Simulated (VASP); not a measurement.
# MgS in VASP: notebook

Runs on MgS. Level: LDA. Tasks: single point.

Everything below comes from runs of VASP 6.6.1. Logs are shortened: lines on timing, memory, paths and dates and some standing lists are left out, and cuts for length are marked.

## (1) The cell of the first run

The structure is cubic, space group F-43m (No. 216). Conventional cell: a = 5.836 Å, b = 5.836 Å, c = 5.836 Å, α = 90.00°, β = 90.00°, γ = 90.00°. Mg (site symmetry -43m) has 4 S at 2.53 Å within 3.3 Å. S (site symmetry -43m) has 4 Mg at 2.53 Å within 3.3 Å.

## (2) Single point, LDA (strain +0.030 along x and y, +0.030 along z)

INCAR reads:

```
  PREC = Accurate
  ENCUT = 520
  EDIFF = 1E-6
  ISMEAR = 0
  SIGMA = 0.05
  LREAL = False
  LASPH = True
  NELM = 80
  ALGO = Normal
  ISIF = 2
  LWAVE = False
  LCHARG = True
  GGA = CA
  LELF = True
  LVHAR = True
  NBANDS = 11
```

KPOINTS reads:

```
Automatic mesh
0
Gamma
  8 8 8
```

POSCAR reads:

```
MgS
1.0
    0.0000000000      2.9181136482      2.9181136482
    2.9181136482      0.0000000000      2.9181136482
    2.9181136482      2.9181136482      0.0000000000
Mg S
1 1
Direct
    0.0000000000      0.0000000000      0.0000000000
    0.7500000000      0.7500000000      0.7500000000
```

Potentials or basis: VASP PAW LDA potentials, release 64 (Mg, S).

Run with:

```console
> cat potpaw_LDA.64/Mg/POTCAR potpaw_LDA.64/S/POTCAR > POTCAR
> mpirun -np 1 vasp_std > vasp.out
```

OUTCAR:

```text
PREC = Accurate
   ENCUT = 520
   EDIFF = 1E-6
   ISMEAR = 0
   LREAL = False
   LASPH = True
   NELM = 80
   ISIF = 2
   GGA = CA

 ion  position               nearest neighbor table
   1  0.000  0.000  0.000-   2 2.53   2 2.53   2 2.53   2 2.53
   2  0.750  0.750  0.750-   1 2.53   1 2.53   1 2.53   1 2.53

  LATTYP: Found a face centered cubic cell.
 ALAT       =     5.8362272964

  Lattice vectors:

 A1 = (   0.0000000000,   2.9181136482,   2.9181136482)
 A2 = (   2.9181136482,   0.0000000000,   2.9181136482)
 A3 = (   2.9181136482,   2.9181136482,   0.0000000000)

Analysis of symmetry for initial positions (statically):
=====================================================================
 Subroutine PRICEL returns:
 Original cell was already a primitive cell.

 Routine SETGRP: Setting up the symmetry group for a
 face centered cubic supercell.

 Subroutine GETGRP returns: Found 24 space group operations
 (whereof 24 operations were pure point group operations)
 out of a pool of 48 trial point group operations.

The static configuration has the point symmetry T_d .

Analysis of symmetry for dynamics (positions and initial velocities):
=====================================================================
 Subroutine PRICEL returns:
 Original cell was already a primitive cell.

 Routine SETGRP: Setting up the symmetry group for a
 face centered cubic supercell.

 Subroutine GETGRP returns: Found 24 space group operations
 (whereof 24 operations were pure point group operations)
 out of a pool of 48 trial point group operations.

The dynamic configuration has the point symmetry T_d .

 Subroutine INISYM returns: Found 24 space group operations
 (whereof 24 operations are pure point group operations),
 and found     1 'primitive' translations

----------------------------------------------------------------------------------------

                                     Primitive cell

  volume of cell :      49.6977

  direct lattice vectors                    reciprocal lattice vectors
     0.000000000  2.918113648  2.918113648    -0.171343567  0.171343567  0.171343567
     2.918113648  0.000000000  2.918113648     0.171343567 -0.171343567  0.171343567
     2.918113648  2.918113648  0.000000000     0.171343567  0.171343567 -0.171343567

  length of vectors
     4.126835898  4.126835898  4.126835898     0.296775763  0.296775763  0.296775763

  position of ions in fractional coordinates (direct lattice)
     0.000000000  0.000000000  0.000000000
     0.750000000  0.750000000  0.750000000

  ion indices of the primitive-cell ions
   primitive index   ion index
                 1           1
                 2           2

----------------------------------------------------------------------------------------

 KPOINTS: Automatic mesh

Automatic generation of k-mesh.
 Grid dimensions read from file:
 generate k-points for:    8    8    8

 Generating k-lattice:

  Cartesian coordinates                     Fractional coordinates (reciprocal lattice)
    -0.021417946  0.021417946  0.021417946     0.125000000  0.000000000  0.000000000
     0.021417946 -0.021417946  0.021417946     0.000000000  0.125000000  0.000000000
     0.021417946  0.021417946 -0.021417946     0.000000000  0.000000000  0.125000000

  Length of vectors
     0.037096970  0.037096970  0.037096970

  Shift w.r.t. Gamma in fractional coordinates (k-lattice)
     0.000000000  0.000000000  0.000000000

 Subroutine IBZKPT returns following result:
 ===========================================

 Found     29 irreducible k-points:

 Following reciprocal coordinates:
            Coordinates               Weight
  0.000000  0.000000  0.000000      1.000000
  0.125000  0.000000  0.000000      8.000000
  0.250000  0.000000  0.000000      8.000000
  0.375000  0.000000  0.000000      8.000000
  0.500000  0.000000  0.000000      4.000000
  0.125000  0.125000  0.000000      6.000000
[... 16 lines left out ...]
  0.500000  0.250000  0.125000     48.000000
 -0.375000  0.250000  0.125000     24.000000
 [... further k-points ...]
   k-points           NKPTS =     29   k-points in BZ     NKDIM =     29   number of bands    NBANDS=     11
   number of dos      NEDOS =    301   number of ions     NIONS =      2
   total plane-waves  NPLWV =  32768
   dimension x,y,z NGX =    32 NGY =   32 NGZ =   32
   dimension x,y,z NGXF=    64 NGYF=   64 NGZF=   64
   ions per type =               1   1
   NGX,Y,Z   is equivalent  to a cutoff of  12.89, 12.89, 12.89 a.u.
   NGXF,Y,Z  is equivalent  to a cutoff of  25.78, 25.78, 25.78 a.u.
 SYSTEM =  unknown system
   PREC   = accura    normal or accurate (medium, high low for compatibility)
   ISTART =      0    job   : 0-new  1-cont  2-samecut
   ICHARG =      2    charge: 1-file 2-atom 10-const
   ISPIN  =      1    spin polarized calculation?
   LNONCOLLINEAR =      F non collinear calculations
   LSORBIT =      F    spin-orbit coupling
   LASPH  =      T    aspherical Exc in radial PAW
   ENCUT  =  520.0 eV  38.22 Ry    6.18 a.u.   7.67  7.67  7.67*2*pi/ulx,y,z
   NELM   =     80;   NELMIN=  2; NELMDL= -5     # of ELM steps
   EDIFF  = 0.1E-05   stopping-criterion for ELM
   LREAL  =      F    real-space projection
   EDIFFG = 0.1E-04   stopping-criterion for IOM
   NSW    =      0    number of steps for IOM
   IBRION =     -1    ionic relax: 0-MD 1-quasi-New 2-CG
   NFREE  =      0    steps in history (QN), initial steepest desc. (CG)
   ISIF   =      2    stress and relaxation
   ISYM   =      2    0-nonsym 1-usesym 2-fastsym
   POTIM  = 0.5000    time-step for ionic-motion
   TEBEG  =    0.0;   TEEND  =   0.0 temperature during run
   PSTRESS=    0.0 pullay stress
   NELECT =       8.0000    total number of electrons
   NUPDOWN=      -1.0000    fix difference up-down
   EMIN   =  10.00;   EMAX   =-10.00  energy-range for DOS
   EFERMI =   0.00;   METHOD = LEGACY
   ISMEAR =     0;   SIGMA  =   0.05  broadening in eV -4-tet -1-fermi 0-gaus
   EFERMI_NEDOS =   21; number of points for ismear=-14 and -15
   IALGO  =     38    algorithm
   IMIX   =      4    mixing-type and parameters
     AMIX     =   0.40;   BMIX     =  1.00
     AMIX_MAG =   1.60;   BMIX_MAG =  1.00
  volume/ion in A,a.u.               =      24.85       167.69
  Fermi-wavevector in a.u.,A,eV,Ry     =   0.890552  1.682899 10.790548  0.793083
  Thomas-Fermi vector in A             =   2.012257
   LORBIT       =      0    0 simple, 1 ext, 2 COOP (PROOUT), +10 PAW based schemes
   GGA     = CA    functional components
   LHFCALC =     F    Hartree Fock is set to
   AEXX    =    0.0000 exact exchange contribution
   IVDW    =     0    specifies the selected vdW correction
   LEPSILON=     F    determine dielectric tensor
   LRPA    =     F    only Hartree local field effects (RPA)
 non-spin polarized calculation
 Gauss-broadening in eV      SIGMA  =   0.05
  energy-cutoff  :      520.00
  volume of cell :       49.70
 maximum number of plane-waves:      1363
   NGX = 15   NGY = 15   NGZ = 15

 number of electron       7.9999999 magnetization

 Free energy of the ion-electron system (eV)
  ---------------------------------------------------
  ext. energy  EPLUGINS =         0.00000000
  ---------------------------------------------------
  free energy    TOTEN  =        -9.25820048 eV

  energy without entropy =       -9.25820048  energy(sigma->0) =       -9.25820048

 E-fermi :   0.5608     XC(G=0):  -8.4215

 val. band max:        0.3499674395   @ k =   0.0000   0.0000   0.0000
 cond. band min:       3.1121430132   @ k =   0.0000   0.0000   0.0000
 fundamental gap:      2.7621755737
 Fermi energy:         0.5608040477

 k-point     1 :       0.0000    0.0000    0.0000
  band No.  band energies     occupation
      1     -10.6068      2.00000
      2       0.3500      2.00000
      3       0.3500      2.00000
      4       0.3500      2.00000
      5       3.1121      0.00000
      6       7.8789      0.00000
      7       7.8789      0.00000
      8       7.8789      0.00000
      9      10.8959      0.00000
     10      10.8959      0.00000
     11      12.9527      0.00000

 k-point     2 :       0.1250    0.0000    0.0000
  band No.  band energies     occupation
      1     -10.5321      2.00000
      2      -0.3190      2.00000
      3       0.3002      2.00000
      4       0.3002      2.00000
      5       3.7764      0.00000
      6       7.6515      0.00000
      7       8.0410      0.00000
      8       8.0410      0.00000
      9      10.4263      0.00000
     10      10.4263      0.00000
     11      12.7108      0.00000

 k-point     3 :       0.2500    0.0000    0.0000
  band No.  band energies     occupation
      1     -10.3404      2.00000
      2      -1.4120      2.00000
      3       0.1875      2.00000
      4       0.1875      2.00000
      5       4.6514      0.00000
      6       7.5713      0.00000
      7       8.1105      0.00000
      8       8.1105      0.00000
      9      10.4161      0.00000
     10      10.4161      0.00000
     11      11.8712      0.00000

 k-point     4 :       0.3750    0.0000    0.0000
  band No.  band energies     occupation
      1     -10.1290      2.00000
      2      -2.2526      2.00000
      3       0.0839      2.00000
      4       0.0839      2.00000
      5       4.8966      0.00000
      6       7.8200      0.00000
      7       7.8200      0.00000
      8       8.0359      0.00000
      9      11.6016      0.00000
     10      11.6016      0.00000
     11      11.7737      0.00000
[... 239 lines left out ...]
 k-point    22 :       0.3750    0.2500    0.1250
  band No.  band energies     occupation
      1     -10.1930      2.00000
      2      -1.6110      2.00000
      3      -0.4280      2.00000
      4      -0.0014      2.00000
      5       5.4778      0.00000
      6       6.7371      0.00000
      7       7.6143      0.00000
      8       9.0228      0.00000
      9       9.6202      0.00000
     10      12.1958      0.00000
     11      14.0340      0.00000

 k-point    23 :       0.5000    0.2500    0.1250
  band No.  band energies     occupation
      1     -10.0185      2.00000
      2      -2.0577      2.00000
      3      -0.7563      2.00000
      4      -0.1624      2.00000
      5       5.8889      0.00000
      6       6.6100      0.00000
      7       7.7322      0.00000
      8       8.9349      0.00000
      9      10.6155      0.00000
     10      12.9865      0.00000
     11      13.8046      0.00000

 k-point    24 :      -0.3750    0.2500    0.1250
  band No.  band energies     occupation
      1      -9.9418      2.00000
      2      -2.2466      2.00000
      3      -0.8575      2.00000
      4      -0.2482      2.00000
      5       6.0079      0.00000
      6       6.3603      0.00000
      7       8.4174      0.00000
      8       8.7953      0.00000
      9      11.0409      0.00000
     10      12.5095      0.00000
     11      13.8284      0.00000

 [... further k-points ...]

------------------------ aborting loop because EDIFF is reached ----------------------------------------

  FORCE on cell =-STRESS in cart. coord.  units (eV):
  Direction    XX          YY          ZZ          XY          YZ          ZX
  --------------------------------------------------------------------------------------
  -------------------------------------------------------------------------------------
  Total       -1.9686336     -1.9686336     -1.9686336      0.0000000      0.0000000      0.0000000
  in kB      -63.4656715    -63.4656715    -63.4656715      0.0000000      0.0000000      0.0000000
  external PRESSURE =     -63.4656715 kB  Pullay stress =       0.0000000 kB

 VOLUME and BASIS-vectors are now :
 -----------------------------------------------------------------------------
  energy-cutoff  :      520.00
  volume of cell :       49.70
      direct lattice vectors                 reciprocal lattice vectors
     0.000000000  2.918113648  2.918113648    -0.171343567  0.171343567  0.171343567
     2.918113648  0.000000000  2.918113648     0.171343567 -0.171343567  0.171343567
     2.918113648  2.918113648  0.000000000     0.171343567  0.171343567 -0.171343567

 POSITION                                       TOTAL-FORCE (eV/Angst)
 -----------------------------------------------------------------------------------
      0.00000      0.00000      0.00000         0.000000      0.000000      0.000000
      4.37717      4.37717      4.37717        -0.000000     -0.000000     -0.000000
 -----------------------------------------------------------------------------------
    total drift:                               -0.000000     -0.000000     -0.000000

  FREE ENERGIE OF THE ION-ELECTRON SYSTEM (eV)
  ---------------------------------------------------
  free  energy   TOTEN  =        -9.2582004811 eV

  energy  without entropy=       -9.2582004811  energy(sigma->0) =       -9.25820048
```

Run time: 22 s. Hardware: 1 thread of AMD EPYC 7R13, shared host; peak memory 0.13 GiB.

Results:

```yaml
Free_energy: -9.2582 eV
Pressure: -6.3 GPa
Band_gap_on_the_k_mesh: 2.76 eV, direct
```

Levels at points of the mesh, in eV from the valence-band top:
| k point | band 2 | band 3 | band 4 | band 5 | band 6 | band 7 |
| --- | --- | --- | --- | --- | --- | --- |
| (0.00, 0.00, 0.00) | 0.00 | 0.00 | 0.00 | 2.76 | 7.53 | 7.53 |
| (0.50, 0.00, 0.00) | -2.92 | -0.31 | -0.31 | 4.54 | 7.32 | 7.32 |
| (0.50, 0.50, 0.00) | -2.64 | -0.95 | -0.95 | 3.72 | 5.29 | 10.07 |

Caveat: the cell differs from its parent crystal (strain +0.030 along x and y, +0.030 along z).

## (3) Single point, LDA (strain -0.030 along x and y, -0.015 along z)

INCAR reads:

```
ALGO     = Normal         # electronic algorithm
EDIFF    = 1E-7           # SCF threshold, eV
ENCUT    = 520            # plane-wave cutoff, eV
GGA      = CA             # functional
ISIF     = 2              # what is computed and relaxed
ISMEAR   = 0              # smearing method
LASPH    = True           # aspherical terms in the spheres
LCHARG   = False          # write CHGCAR
LREAL    = False          # projectors in reciprocal space
LWAVE    = False          # write WAVECAR
NBANDS   = 11             # bands
NELM     = 100            # most SCF steps
PREC     = Accurate       # precision mode
SIGMA    = 0.05           # smearing width, eV
```

KPOINTS reads:

```
k-points
0
Gamma
  8 8 8
```

POSCAR reads:

```
MgS
1.0
    0.0000000000      2.7481264454      2.7906232461
    2.7481264454      0.0000000000      2.7906232461
    2.7481264454      2.7481264454      0.0000000000
Mg S
1 1
Direct
    0.0000000000      0.0000000000      0.0000000000
    0.7500000000      0.7500000000      0.7500000000
```

Potentials or basis: VASP PAW LDA potentials, release 64 (Mg, S).

Run with:

```console
> cat potpaw_LDA.64/Mg/POTCAR potpaw_LDA.64/S/POTCAR > POTCAR
> mpirun -np 1 vasp_std > vasp.out
```

Run time: 31 s. Hardware: 1 thread of AMD EPYC 7R13, shared host; peak memory 0.13 GiB.

Results (log left out):

```yaml
Free_energy: -9.3842 eV
Pressure: 2.1 GPa
Band_gap_on_the_k_mesh: 3.56 eV, direct
```

Stress tensor (GPa, compression positive):
```
2.22 0.00 0.00
0.00 2.22 0.00
0.00 0.00 1.95
```

Levels at points of the mesh, in eV from the valence-band top:
```tsv
k point	band 1	band 2	band 3	band 4	band 5	band 6	band 7	band 8	band 9
(0.00, 0.00, 0.00)	-11.51	-0.04	0.00	0.00	3.56	7.93	7.95	7.95	10.74
(0.50, 0.00, 0.00)	-10.69	-3.49	-0.41	-0.33	5.12	7.47	7.62	8.71	13.13
(0.50, 0.50, 0.00)	-10.44	-3.17	-1.11	-1.11	3.60	5.58	11.48	12.64	12.64
(0.50, 0.00, 0.50)	-10.41	-3.09	-1.19	-1.18	3.56	5.47	11.66	12.40	12.74
```

Caveat: the cell differs from its parent crystal (strain -0.030 along x and y, -0.015 along z). A k mesh can miss the band edges.

## (4) Single point, LDA (strain -0.030 along x and y, +0.000 along z)

Changes to INCAR since step 3:

```diff
@@ -1,3 +1,3 @@
 ALGO     = Normal         # electronic algorithm
-EDIFF    = 1E-7           # SCF threshold, eV
+EDIFF    = 1E-6           # SCF threshold, eV
 ENCUT    = 520            # plane-wave cutoff, eV
@@ -11,3 +11,3 @@
 NBANDS   = 11             # bands
-NELM     = 100            # most SCF steps
+NELM     = 80             # most SCF steps
 PREC     = Accurate       # precision mode
```

KPOINTS is that of step 3.

POSCAR reads:

```
MgS
1.0
    0.0000000000      2.7481264454      2.8331200468
    2.7481264454      0.0000000000      2.8331200468
    2.7481264454      2.7481264454      0.0000000000
Mg S
1 1
Direct
    0.0000000000      0.0000000000      0.0000000000
    0.7500000000      0.7500000000      0.7500000000
```

Run with:

```console
> cat potpaw_LDA.64/Mg/POTCAR potpaw_LDA.64/S/POTCAR > POTCAR
> mpirun -np 1 vasp_std > vasp.out
```

Wall time 33 s (1 thread of AMD EPYC 7R13, shared host); peak memory 0.13 GiB.

Results (log left out):

```yaml
Free_energy: -9.3896 eV
Pressure: 1.1 GPa
Band_gap_on_the_k_mesh: 3.46 eV, direct
```

Stress tensor (GPa, compression positive):
```
1.27 0.00 0.00
0.00 1.27 0.00
0.00 0.00 0.65
```

Levels at points of the mesh, in eV from the valence-band top:
```tsv
k point	band 1	band 2	band 3	band 4	band 5	band 6	band 7	band 8
(0.00, 0.00, 0.00)	-11.47	-0.09	0.00	0.00	3.46	7.87	7.90	7.90
(0.50, 0.00, 0.00)	-10.67	-3.45	-0.47	-0.30	5.03	7.38	7.67	8.62
(0.50, 0.50, 0.00)	-10.46	-3.18	-1.05	-1.05	3.63	5.62	11.18	12.54
(0.50, 0.00, 0.50)	-10.40	-3.03	-1.22	-1.20	3.55	5.40	11.54	12.08
```

Caveat: the cell differs from its parent crystal (strain -0.030 along x and y, +0.000 along z). A k mesh can miss the band edges.

## (5) Single point, LDA (strain -0.030 along x and y, +0.015 along z)

INCAR reads:

```
ALGO = Normal
EDIFF = 1E-6
ENCUT = 520
GGA = CA
ISIF = 2
ISMEAR = 0
LASPH = True
LCHARG = False
LREAL = False
LWAVE = False
NBANDS = 11
NELM = 80
PREC = Accurate
SIGMA = 0.05
```

KPOINTS is that of step 4.

POSCAR reads:

```
MgS
1.0
    0.0000000000      2.7481264454      2.8756168475
    2.7481264454      0.0000000000      2.8756168475
    2.7481264454      2.7481264454      0.0000000000
Mg S
1 1
Direct
    0.0000000000      0.0000000000      0.0000000000
    0.7500000000      0.7500000000      0.7500000000
```

Run with:

```console
> cat potpaw_LDA.64/Mg/POTCAR potpaw_LDA.64/S/POTCAR > POTCAR
> mpirun -np 1 vasp_std > vasp.out
```

It took 28 s on 1 thread of AMD EPYC 7R13, shared host; peak memory 0.14 GiB.

Results (log left out):

```
Free energy            : -9.3898 eV
Pressure               : 0.1 GPa
Band gap on the k mesh : 3.36 eV, direct
```

Stress tensor (GPa, compression positive):
```
 0.40  0.00  0.00
 0.00  0.40  0.00
 0.00  0.00 -0.62
```

Levels at points of the mesh, in eV from the valence-band top:
| k point | band 2 | band 3 | band 4 | band 5 | band 6 | band 7 |
| --- | --- | --- | --- | --- | --- | --- |
| (0.00, 0.00, 0.00) | -0.13 | 0.00 | 0.00 | 3.36 | 7.81 | 7.86 |
| (0.50, 0.00, 0.00) | -3.41 | -0.52 | -0.27 | 4.94 | 7.30 | 7.71 |
| (0.50, 0.50, 0.00) | -3.20 | -1.00 | -1.00 | 3.66 | 5.66 | 10.90 |
| (0.50, 0.00, 0.50) | -2.98 | -1.24 | -1.22 | 3.54 | 5.33 | 11.42 |

Caveat: the cell differs from its parent crystal (strain -0.030 along x and y, +0.015 along z). A k mesh can miss the band edges.

## (6) Overview

| cell | gap on the mesh (eV) | pressure (GPa) |
| --- | --- | --- |
| a = 4.127 Å, angles 60.0°, 2 atoms | 2.76 | -6.3 |
| a = 3.917, b = 3.917, c = 3.886 Å, angles 60.3, 60.3, 59.5°, 2 atoms | 3.56 | 2.1 |
| a = 3.947, b = 3.947, c = 3.886 Å, angles 60.5, 60.5, 59.0°, 2 atoms | 3.46 | 1.1 |
| a = 3.978, b = 3.978, c = 3.886 Å, angles 60.8, 60.8, 58.5°, 2 atoms | 3.36 | 0.1 |

Alike in all rows: task single point; level LDA; potentials or basis VASP PAW LDA potentials, release 64 (Mg, S); no spin polarisation; k mesh 8 × 8 × 8; cutoff (eV) 520; smearing gaussian 0.05 eV.

Absolute energies hang on the potentials; compare differences alone.
